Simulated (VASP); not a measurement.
# Be in VASP: a series of runs

Runs on Be. Level: PBE. Tasks: single point.

Everything below comes from runs of VASP 6.6.1. Logs are shortened: lines on timing, memory, paths and dates and some standing lists are left out, and cuts for length are marked.

### 1 The cell of the first run

The cell holds a sheet with vacuum, 3 atoms: a = 2.158 Å, b = 2.158 Å, c = 17.000 Å, α = 90.00°, β = 90.00°, γ = 90.00°.

The cell was built from a structure type or drawn by symmetry, and may not be a known phase.

### 2 Single point, PBE

The input, INCAR:

```
ALGO = Normal
DIPOL = 0.5 0.5 0.500
EDIFF = 1E-7
ENCUT = 520
GGA = PE
IDIPOL = 3
ISIF = 2
ISMEAR = 0
LASPH = True
LCHARG = False
LDIPOL = True
LREAL = False
LWAVE = False
NBANDS = 10
NELM = 80
PREC = Accurate
SIGMA = 0.1
```

The input, KPOINTS:

```
k-points
0
Gamma
  8 8 1
```

The input, POSCAR:

```
Be
1.0
    2.1579200000      0.0000000000      0.0000000000
    0.0000000000      2.1579200000      0.0000000000
    0.0000000000      0.0000000000     17.0000000000
Be
3
Direct
    0.5000000000      0.5000000000      0.5778076800
    0.5000000000      0.5000000000      0.4221923200
    0.5000000000      0.5000000000      0.5000000000
```

Potentials or basis: VASP PAW PBE potentials, release 64 (Be).

The run is started by

```
> cat potpaw_PBE.64/Be/POTCAR > POTCAR
> mpirun -np 1 vasp_std > vasp.out
```

OUTCAR:

```text
EDIFF = 1E-7
   ENCUT = 520
   GGA = PE
   ISIF = 2
   ISMEAR = 0
   LASPH = True
   LREAL = False
   NELM = 80
   PREC = Accurate

 ion  position               nearest neighbor table
   1  0.500  0.500  0.578-   3 1.32
   2  0.500  0.500  0.422-   3 1.32
   3  0.500  0.500  0.500-   1 1.32   2 1.32

  LATTYP: Found a simple tetragonal cell.
 ALAT       =     2.1579200000
 C/A-ratio  =     7.8779565508

  Lattice vectors:

 A1 = (   2.1579200000,   0.0000000000,   0.0000000000)
 A2 = (   0.0000000000,   2.1579200000,   0.0000000000)
 A3 = (   0.0000000000,   0.0000000000,  17.0000000000)

Analysis of symmetry for initial positions (statically):
=====================================================================
 Subroutine PRICEL returns:
 Original cell was already a primitive cell.

 Routine SETGRP: Setting up the symmetry group for a
 simple tetragonal supercell.

 Subroutine GETGRP returns: Found 16 space group operations
 (whereof 16 operations were pure point group operations)
 out of a pool of 16 trial point group operations.

The static configuration has the point symmetry D_4h.

Analysis of symmetry for dynamics (positions and initial velocities):
=====================================================================
 Subroutine PRICEL returns:
 Original cell was already a primitive cell.

 Routine SETGRP: Setting up the symmetry group for a
 simple tetragonal supercell.

 Subroutine GETGRP returns: Found 16 space group operations
 (whereof 16 operations were pure point group operations)
 out of a pool of 16 trial point group operations.

The dynamic configuration has the point symmetry D_4h.

 Subroutine INISYM returns: Found 16 space group operations
 (whereof 16 operations are pure point group operations),
 and found     1 'primitive' translations

----------------------------------------------------------------------------------------

                                     Primitive cell

  volume of cell :      79.1625

  direct lattice vectors                    reciprocal lattice vectors
     2.157920000  0.000000000  0.000000000     0.463409209  0.000000000  0.000000000
     0.000000000  2.157920000  0.000000000     0.000000000  0.463409209  0.000000000
     0.000000000  0.000000000 17.000000000     0.000000000  0.000000000  0.058823529

  length of vectors
     2.157920000  2.157920000 17.000000000     0.463409209  0.463409209  0.058823529

  position of ions in fractional coordinates (direct lattice)
     0.500000000  0.500000000  0.577807680
     0.500000000  0.500000000  0.422192320
     0.500000000  0.500000000  0.500000000

  ion indices of the primitive-cell ions
   primitive index   ion index
                 1           1
                 2           2
                 3           3

----------------------------------------------------------------------------------------

 KPOINTS: k-points

Automatic generation of k-mesh.
 Grid dimensions read from file:
 generate k-points for:    8    8    1

 Generating k-lattice:

  Cartesian coordinates                     Fractional coordinates (reciprocal lattice)
     0.057926151  0.000000000  0.000000000     0.125000000  0.000000000  0.000000000
     0.000000000  0.057926151  0.000000000     0.000000000  0.125000000  0.000000000
     0.000000000  0.000000000  0.058823529     0.000000000  0.000000000  1.000000000

  Length of vectors
     0.057926151  0.057926151  0.058823529

  Shift w.r.t. Gamma in fractional coordinates (k-lattice)
     0.000000000  0.000000000  0.000000000

 Subroutine IBZKPT returns following result:
 ===========================================

 Found     15 irreducible k-points:

 Following reciprocal coordinates:
            Coordinates               Weight
  0.000000  0.000000  0.000000      1.000000
  0.125000  0.000000  0.000000      4.000000
  0.250000  0.000000  0.000000      4.000000
  0.375000  0.000000  0.000000      4.000000
  0.500000  0.000000  0.000000      2.000000
  0.125000  0.125000  0.000000      4.000000
  0.250000  0.125000  0.000000      8.000000
  0.375000  0.125000  0.000000      8.000000
  0.500000  0.125000  0.000000      4.000000
  0.250000  0.250000  0.000000      4.000000
  0.375000  0.250000  0.000000      8.000000
  0.500000  0.250000  0.000000      4.000000
  0.375000  0.375000  0.000000      4.000000
  0.500000  0.375000  0.000000      4.000000
  0.500000  0.500000  0.000000      1.000000
   k-points           NKPTS =     15   k-points in BZ     NKDIM =     15   number of bands    NBANDS=     10
   number of dos      NEDOS =    301   number of ions     NIONS =      3
   total plane-waves  NPLWV =  32256
   dimension x,y,z NGX =    16 NGY =   16 NGZ =  126
   dimension x,y,z NGXF=    32 NGYF=   32 NGZF=  252
   ions per type =               3
   NGX,Y,Z   is equivalent  to a cutoff of  12.33, 12.33, 12.32 a.u.
   NGXF,Y,Z  is equivalent  to a cutoff of  24.65, 24.65, 24.64 a.u.
 SYSTEM =  unknown system
   PREC   = accura    normal or accurate (medium, high low for compatibility)
   ISTART =      0    job   : 0-new  1-cont  2-samecut
   ICHARG =      2    charge: 1-file 2-atom 10-const
   ISPIN  =      1    spin polarized calculation?
   LNONCOLLINEAR =      F non collinear calculations
   LSORBIT =      F    spin-orbit coupling
   LASPH  =      T    aspherical Exc in radial PAW
   ENCUT  =  520.0 eV  38.22 Ry    6.18 a.u.   4.01  4.01 31.61*2*pi/ulx,y,z
   NELM   =     80;   NELMIN=  2; NELMDL= -5     # of ELM steps
   EDIFF  = 0.1E-06   stopping-criterion for ELM
   LREAL  =      F    real-space projection
   EDIFFG = 0.1E-05   stopping-criterion for IOM
   NSW    =      0    number of steps for IOM
   IBRION =     -1    ionic relax: 0-MD 1-quasi-New 2-CG
   NFREE  =      0    steps in history (QN), initial steepest desc. (CG)
   ISIF   =      2    stress and relaxation
   ISYM   =      2    0-nonsym 1-usesym 2-fastsym
   POTIM  = 0.5000    time-step for ionic-motion
   TEBEG  =    0.0;   TEEND  =   0.0 temperature during run
   PSTRESS=    0.0 pullay stress
   NELECT =       6.0000    total number of electrons
   NUPDOWN=      -1.0000    fix difference up-down
   EMIN   =  10.00;   EMAX   =-10.00  energy-range for DOS
   EFERMI =   0.00;   METHOD = LEGACY
   ISMEAR =     0;   SIGMA  =   0.10  broadening in eV -4-tet -1-fermi 0-gaus
   EFERMI_NEDOS =   21; number of points for ismear=-14 and -15
   IALGO  =     38    algorithm
   IMIX   =      4    mixing-type and parameters
     AMIX     =   0.40;   BMIX     =  1.00
     AMIX_MAG =   1.60;   BMIX_MAG =  1.00
  volume/ion in A,a.u.               =      26.39       178.07
  Fermi-wavevector in a.u.,A,eV,Ry     =   0.692817  1.309235  6.530739  0.479996
  Thomas-Fermi vector in A             =   1.774857
   LORBIT       =      0    0 simple, 1 ext, 2 COOP (PROOUT), +10 PAW based schemes
   GGA     = PE    functional components
   LHFCALC =     F    Hartree Fock is set to
   AEXX    =    0.0000 exact exchange contribution
   IVDW    =     0    specifies the selected vdW correction
   LEPSILON=     F    determine dielectric tensor
   LRPA    =     F    only Hartree local field effects (RPA)
 non-spin polarized calculation
 Gauss-broadening in eV      SIGMA  =   0.10
  energy-cutoff  :      520.00
  volume of cell :       79.16
 maximum number of plane-waves:      2180
   NGX =  9   NGY =  9   NGZ = 63

 dipolmoment           0.000000      0.000000      0.000000 electrons x Angstroem

 number of electron       6.0000000 magnetization

 dipolmoment           0.000000      0.000000     -0.000000 electrons x Angstroem

 Free energy of the ion-electron system (eV)
  ---------------------------------------------------
  ext. energy  EPLUGINS =         0.00000000
  ---------------------------------------------------
  free energy    TOTEN  =         0.01536585 eV

  energy without entropy =        0.02345877  energy(sigma->0) =        0.01941231

 E-fermi :  -1.6518     XC(G=0):  -4.0858

 val. band max:       -1.7099865720   @ k =   0.3750   0.2500   0.0000
 cond. band min:      -1.5169025320   @ k =   0.5000   0.1250   0.0000
 fundamental gap:      0.1930840401
 Fermi energy:        -1.6517622259

 k-point     1 :       0.0000    0.0000    0.0000
  band No.  band energies     occupation
      1     -11.5019      2.00000
      2      -8.5828      2.00000
      3      -4.5556      2.00000
      4      -3.0930      2.00000
      5       2.6852      0.00000
      6       3.0153      0.00000
      7       4.1427      0.00000
      8       5.7507      0.00000
      9       7.2440      0.00000
     10       9.0752      0.00000

 k-point     2 :       0.1250    0.0000    0.0000
  band No.  band energies     occupation
      1     -11.1887      2.00000
      2      -8.2225      2.00000
      3      -4.1209      2.00000
      4      -2.6685      2.00000
      5       3.1684      0.00000
      6       3.4819      0.00000
      7       4.6147      0.00000
      8       6.1483      0.00000
      9       6.1654      0.00000
     10       7.7029      0.00000

 k-point     3 :       0.2500    0.0000    0.0000
  band No.  band energies     occupation
      1     -10.2711      2.00000
      2      -7.1521      2.00000
      3      -2.8371      2.00000
      4      -1.4804      0.01537
      5       1.8653      0.00000
      6       4.4114      0.00000
      7       4.6483      0.00000
      8       5.6998      0.00000
      9       6.0721      0.00000
     10       7.9516      0.00000
[... 131 lines left out ...]
 k-point    14 :       0.5000    0.3750    0.0000
  band No.  band energies     occupation
      1      -4.3505      2.00000
      2      -3.2190      2.00000
      3      -0.1497      0.00000
      4       0.3067      0.00000
      5       3.4869      0.00000
      6       4.9702      0.00000
      7       6.0060      0.00000
      8       7.1494      0.00000
      9       7.4123      0.00000
     10       9.4812      0.00000

 k-point    15 :       0.5000    0.5000    0.0000
  band No.  band energies     occupation
      1      -3.1765      2.00000
      2      -3.1765      2.00000
      3       1.1211      0.00000
      4       1.1211      0.00000
      5       2.9708      0.00000
      6       4.9055      0.00000
      7       5.4662      0.00000
      8       7.5307      0.00000
      9       7.5307      0.00000
     10       8.4359      0.00000

------------------------ aborting loop because EDIFF is reached ----------------------------------------

 vacuum level on the upper side and lower side of the slab       (xc-potential included)        -0.091        -0.091

  FORCE on cell =-STRESS in cart. coord.  units (eV):
  Direction    XX          YY          ZZ          XY          YZ          ZX
  --------------------------------------------------------------------------------------
  -------------------------------------------------------------------------------------
  Total       -1.5189253     -1.5189253     39.2634896      0.0000000      0.0000000      0.0000000
  in kB      -30.7416653    -30.7416653    794.6572976      0.0000000      0.0000000      0.0000000
  external PRESSURE =     244.3913223 kB  Pullay stress =       0.0000000 kB

 VOLUME and BASIS-vectors are now :
 -----------------------------------------------------------------------------
  energy-cutoff  :      520.00
  volume of cell :       79.16
      direct lattice vectors                 reciprocal lattice vectors
     2.157920000  0.000000000  0.000000000     0.463409209  0.000000000  0.000000000
     0.000000000  2.157920000  0.000000000     0.000000000  0.463409209  0.000000000
     0.000000000  0.000000000 17.000000000     0.000000000  0.000000000  0.058823529

 POSITION                                       TOTAL-FORCE (eV/Angst)
 -----------------------------------------------------------------------------------
      1.07896      1.07896      9.82273         0.000000      0.000000     14.842900
      1.07896      1.07896      7.17727        -0.000000     -0.000000    -14.842900
      1.07896      1.07896      8.50000        -0.000000      0.000000     -0.000000
 -----------------------------------------------------------------------------------
    total drift:                               -0.000000      0.000000      0.000000

  FREE ENERGIE OF THE ION-ELECTRON SYSTEM (eV)
  ---------------------------------------------------
  free  energy   TOTEN  =         0.0153658457 eV

  energy  without entropy=        0.0234587685  energy(sigma->0) =        0.01941231

 vacuum level on the upper side and lower side of the slab         3.242         3.242
```

Run time: 12 s. Hardware: 1 thread of Intel Xeon Platinum 8488C (Sapphire Rapids), shared host; peak memory 0.17 GiB.

What came out:

```yaml
Free_energy: 0.0154 eV
Largest_force: 14.843 eV/Å
Band_gap_on_the_k_mesh: zero (bands 3 and 4 overlap by 4.21 eV)
```

Forces in eV/Å, atoms in the order of the input:
```
Be    0.000   0.000  14.843
Be    0.000   0.000 -14.843
Be    0.000   0.000   0.000
```

Levels at points of the mesh, in eV from the Fermi level:
| k point | band 1 | band 2 | band 3 | band 4 | band 5 | band 6 | band 7 | band 8 |
| --- | --- | --- | --- | --- | --- | --- | --- | --- |
| (0.00, 0.00, 0.00) | -9.85 | -6.93 | -2.90 | -1.44 | 4.34 | 4.67 | 5.79 | 7.40 |
| (0.50, 0.00, 0.00) | -6.24 | -2.16 | -1.81 | -0.12 | 3.88 | 3.98 | 4.00 | 9.88 |
| (0.50, 0.50, 0.00) | -1.52 | -1.52 | 2.77 | 2.77 | 4.62 | 6.56 | 7.12 | 9.18 |

Caveat: the k points lie up to 0.36 Å⁻¹ apart, too coarse for converged energies and pressures of a metal; atoms lie so close that the PAW spheres overlap strongly, which falsifies energies and pressures.

(Part 1 of 2 ends here.)
